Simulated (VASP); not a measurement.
## Pt: elastic constants with LDA

The system is Pt.

```
Pt
1.0
     0.00000    1.92713    1.92713
     1.92713    0.00000    1.92713
     1.92713    1.92713    0.00000
Pt
1
Cartesian
  0.0000 0.0000 0.0000
```

```yaml
Program: VASP 6.6.1
Task: elastic constants
Functional: LDA
Potentials_or_basis: VASP PAW LDA potentials, release 64 (Pt)
Cutoff: 600 eV
k_mesh: 20 × 20 × 20
Occupations: fermi-dirac, width 0.15 eV
Spin: no spin polarisation
Dipole_correction: no
Ions_in_elastic_constants: relaxed
Further_INCAR_settings: ALGO = Fast; EDIFF = 1e-08; IBRION = 6; POTIM = 0.015; NSW = 1; ISIF = 3
```

* Elastic constants C11, C12, C44: 441, 311, 120 GPa
* Voigt bulk modulus: 354 GPa

Elastic tensor in Voigt notation (GPa, in the Cartesian axes of the cell as first typed):
```
441 311 311   0   0   0
311 441 311   0   0   0
311 311 441   0   0   0
  0   0   0 120   0   0
  0   0   0   0 120   0
  0   0   0   0   0 120
```

Clamped-ion elastic tensor (GPa):
```
441 311 311   0   0   0
311 441 311   0   0   0
311 311 441   0   0   0
  0   0   0 120   0   0
  0   0   0   0 120   0
  0   0   0   0   0 120
```

Run time: 49 min on 1 thread of Oxide Virtual Turin-like Processor, on a shared host, peak memory 0.7 GiB.

Caveat: the cell is under stress, which shifts elastic constants.
